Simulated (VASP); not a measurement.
# SnGeP6 (P6/mmm) in VASP: single point with PBE

Aim: the single point of SnGeP6 with PBE.

Everything below comes from runs of VASP 6.6.1. Logs are shortened: lines on timing, memory, paths and dates and some standing lists are left out, and cuts for length are marked.

## (1) The cell of the first run

Symmetry: P6/mmm, No. 191, hexagonal system. The conventional cell has a = 7.804 Å, b = 7.804 Å, c = 5.511 Å, α = 90.00°, β = 90.00°, γ = 120.00°. Within 3.6 Å of Sn (site symmetry 6/mmm) lie 2 Ge at 2.76 Å and 6 P at 2.91 Å. Within 3.6 Å of Ge (site symmetry 6/mmm) lie 2 Sn at 2.76 Å. P (site symmetry m2m) has 1 P at 1.98 Å within 2.6 Å.

The cell was generated, and may not be a known phase.

## (2) Single point, PBE

Input file INCAR:

```
SYSTEM = SnGeP6
PREC = Accurate ; ENCUT = 520
EDIFF = 1E-6 ; ISMEAR = 0
SIGMA = 0.2 ; LREAL = .FALSE.
LASPH = .TRUE. ; NELM = 100
ALGO = Fast ; ISIF = 2
LWAVE = .FALSE. ; LCHARG = .FALSE.
GGA = PE ; NBANDS = 39
```

Input file KPOINTS:

```
Automatic mesh
0
G
  3 3 4
  0 0 0
```

Input file POSCAR:

```
SnGeP6
1.0
    7.8040224316      0.0000000000      0.0000000000
   -3.9020112158      6.7584816775      0.0000000000
    0.0000000000      0.0000000000      5.5109580294
Sn Ge P
1 1 6
Direct
    0.0000000000      0.0000000000      0.0000000000
    0.0000000000      0.0000000000      0.5000000000
    0.6269403619      0.0000000000      0.0000000000
    0.0000000000      0.6269403619      0.0000000000
    0.3730596381      0.3730596381      0.0000000000
    0.3730596381      0.0000000000      0.0000000000
    0.0000000000      0.3730596381      0.0000000000
    0.6269403619      0.6269403619      0.0000000000
```

Potentials or basis: VASP PAW PBE potentials, release 64 (Sn_d, Ge_d, P).

Run with:

```
$ cat potpaw_PBE.64/Sn_d/POTCAR potpaw_PBE.64/Ge_d/POTCAR potpaw_PBE.64/P/POTCAR > POTCAR
$ mpirun -np 1 vasp_std > vasp.out
```

OUTCAR:

```text
SYSTEM = SnGeP6
   PREC = Accurate
   ENCUT = 520
   EDIFF = 1E-6
   ISMEAR = 0
   LREAL = .FALSE.
   LASPH = .TRUE.
   NELM = 100
   ISIF = 2
   GGA = PE

 ion  position               nearest neighbor table
   1  0.000  0.000  0.000-   2 2.76   2 2.76   6 2.91   3 2.91   4 2.91   7 2.91   8 2.91   5 2.91

   2  0.000  0.000  0.500-   1 2.76   1 2.76
   3  0.627  0.000  0.000-   6 1.98   1 2.91   7 2.91   8 2.91
   4  0.000  0.627  0.000-   7 1.98   8 2.91   1 2.91   6 2.91
   5  0.373  0.373  0.000-   8 1.98   7 2.91   1 2.91   6 2.91
   6  0.373  0.000  0.000-   3 1.98   1 2.91   4 2.91   5 2.91
   7  0.000  0.373  0.000-   4 1.98   5 2.91   1 2.91   3 2.91
   8  0.627  0.627  0.000-   5 1.98   4 2.91   1 2.91   3 2.91

  LATTYP: Found a hexagonal cell.
 ALAT       =     7.8040224316
 C/A-ratio  =     0.7061689120

  Lattice vectors:

 A1 = (   7.8040224316,   0.0000000000,   0.0000000000)
 A2 = (  -3.9020112158,   6.7584816775,   0.0000000000)
 A3 = (   0.0000000000,   0.0000000000,   5.5109580294)

Analysis of symmetry for initial positions (statically):
=====================================================================
 Subroutine PRICEL returns:
 Original cell was already a primitive cell.

 Routine SETGRP: Setting up the symmetry group for a
 hexagonal supercell.

 Subroutine GETGRP returns: Found 24 space group operations
 (whereof 24 operations were pure point group operations)
 out of a pool of 24 trial point group operations.

The static configuration has the point symmetry D_6h.

Analysis of symmetry for dynamics (positions and initial velocities):
=====================================================================
 Subroutine PRICEL returns:
 Original cell was already a primitive cell.

 Routine SETGRP: Setting up the symmetry group for a
 hexagonal supercell.

 Subroutine GETGRP returns: Found 24 space group operations
 (whereof 24 operations were pure point group operations)
 out of a pool of 24 trial point group operations.

The dynamic configuration has the point symmetry D_6h.

 Subroutine INISYM returns: Found 24 space group operations
 (whereof 24 operations are pure point group operations),
[... 91 lines left out ...]
   NELM   =    100;   NELMIN=  2; NELMDL= -5     # of ELM steps
   EDIFF  = 0.1E-05   stopping-criterion for ELM
   LREAL  =      F    real-space projection
   EDIFFG = 0.1E-04   stopping-criterion for IOM
   NSW    =      0    number of steps for IOM
   IBRION =     -1    ionic relax: 0-MD 1-quasi-New 2-CG
   NFREE  =      0    steps in history (QN), initial steepest desc. (CG)
   ISIF   =      2    stress and relaxation
   ISYM   =      2    0-nonsym 1-usesym 2-fastsym
   POTIM  = 0.5000    time-step for ionic-motion
   TEBEG  =    0.0;   TEEND  =   0.0 temperature during run
   PSTRESS=    0.0 pullay stress
   NELECT =      58.0000    total number of electrons
   NUPDOWN=      -1.0000    fix difference up-down
   EMIN   =  10.00;   EMAX   =-10.00  energy-range for DOS
   EFERMI =   0.00;   METHOD = LEGACY
   ISMEAR =     0;   SIGMA  =   0.20  broadening in eV -4-tet -1-fermi 0-gaus
   EFERMI_NEDOS =   21; number of points for ismear=-14 and -15
   IALGO  =     68    algorithm
   IMIX   =      4    mixing-type and parameters
     AMIX     =   0.40;   BMIX     =  1.00
     AMIX_MAG =   1.60;   BMIX_MAG =  1.00
  volume/ion in A,a.u.               =      36.33       245.19
  Fermi-wavevector in a.u.,A,eV,Ry     =   0.956649  1.807804 12.451741  0.915177
  Thomas-Fermi vector in A             =   2.085596
   LORBIT       =      0    0 simple, 1 ext, 2 COOP (PROOUT), +10 PAW based schemes
   GGA     = PE    functional components
   LHFCALC =     F    Hartree Fock is set to
   AEXX    =    0.0000 exact exchange contribution
   IVDW    =     0    specifies the selected vdW correction
   LEPSILON=     F    determine dielectric tensor
   LRPA    =     F    only Hartree local field effects (RPA)
 non-spin polarized calculation
 RMM-DIIS sequential band-by-band and
 Gauss-broadening in eV      SIGMA  =   0.20
  energy-cutoff  :      520.00
  volume of cell :      290.67
 maximum number of plane-waves:      7940
 NGX is ok and might be reduce to    60
   NGX = 29   NGY = 29   NGZ = 21

 number of electron      58.0000010 magnetization

 Free energy of the ion-electron system (eV)
  ---------------------------------------------------
  ext. energy  EPLUGINS =         0.00000000
  ---------------------------------------------------
  free energy    TOTEN  =       -33.70133634 eV

  energy without entropy =      -33.59605227  energy(sigma->0) =      -33.64869430

 E-fermi :   1.4356     XC(G=0):  -7.0967

 val. band max:        1.4270644301   @ k =   0.3333   0.3333   0.5000
 cond. band min:       1.5321426550   @ k =   0.3333   0.0000   0.0000
 fundamental gap:      0.1050782248
 Fermi energy:         1.4356439353

 k-point     1 :       0.0000    0.0000    0.0000
  band No.  band energies     occupation
      1     -23.5186      2.00000
      2     -23.5186      2.00000
      3     -23.4906      2.00000
      4     -23.4783      2.00000
      5     -23.4783      2.00000
      6     -20.4272      2.00000
[... 367 lines left out ...]
     38       4.0505      0.00000
     39       4.5795      0.00000

------------------------ aborting loop because EDIFF is reached ----------------------------------------

  FORCE on cell =-STRESS in cart. coord.  units (eV):
  Direction    XX          YY          ZZ          XY          YZ          ZX
  --------------------------------------------------------------------------------------
  -------------------------------------------------------------------------------------
  Total       -0.0628184     -0.0628184      0.9199735      0.0000000      0.0000000      0.0000000
  in kB       -0.3462602     -0.3462602      5.0709712      0.0000000      0.0000000      0.0000000
  external PRESSURE =       1.4594836 kB  Pullay stress =       0.0000000 kB

 VOLUME and BASIS-vectors are now :
 -----------------------------------------------------------------------------
  energy-cutoff  :      520.00
  volume of cell :      290.67
      direct lattice vectors                 reciprocal lattice vectors
     7.804022432  0.000000000  0.000000000     0.128139047  0.073981113  0.000000000
    -3.902011216  6.758481677  0.000000000     0.000000000  0.147962227  0.000000000
     0.000000000  0.000000000  5.510958029     0.000000000  0.000000000  0.181456653

 POSITION                                       TOTAL-FORCE (eV/Angst)
 -----------------------------------------------------------------------------------
      0.00000      0.00000      0.00000        -0.000000      0.000000      0.000000
      0.00000      0.00000      2.75548         0.000000      0.000000      0.000000
      4.89266      0.00000      0.00000        -0.085161      0.000000      0.000000
     -2.44633      4.23716      0.00000         0.042581     -0.073752     -0.000000
      1.45568      2.52132      0.00000         0.042581      0.073752      0.000000
      2.91137      0.00000      0.00000         0.085161     -0.000000      0.000000
     -1.45568      2.52132      0.00000        -0.042581      0.073752     -0.000000
      2.44633      4.23716      0.00000        -0.042581     -0.073752     -0.000000
 -----------------------------------------------------------------------------------
    total drift:                               -0.000000      0.000000     -0.000000

  FREE ENERGIE OF THE ION-ELECTRON SYSTEM (eV)
  ---------------------------------------------------
  free  energy   TOTEN  =       -33.7013363414 eV

  energy  without entropy=      -33.5960522655  energy(sigma->0) =      -33.64869430
```

Run time: 2.2 min. Hardware: 1 thread of AMD EPYC 9755, shared host; peak memory 0.39 GiB.

Results:

```yaml
Free_energy: -33.7013 eV
Pressure: 0.1 GPa
Largest_force: 0.085 eV/Å
Band_gap_on_the_k_mesh: zero (bands 29 and 30 overlap by 0.72 eV)
```

Forces on the atoms (eV/Å):
```
Sn   0.000  0.000  0.000
Ge   0.000  0.000  0.000
P   -0.085  0.000  0.000
P    0.043 -0.074  0.000
P    0.043  0.074  0.000
P    0.085  0.000  0.000
P   -0.043  0.074  0.000
P   -0.043 -0.074  0.000
```

Stress tensor (GPa, compression positive):
```
-0.03  0.00  0.00
 0.00 -0.03  0.00
 0.00  0.00  0.51
```

Caveat: spin-orbit coupling is left out, which moves the levels of the heavy elements.

The gap in the log of VASP goes by the Fermi energy; the results here count the filled bands.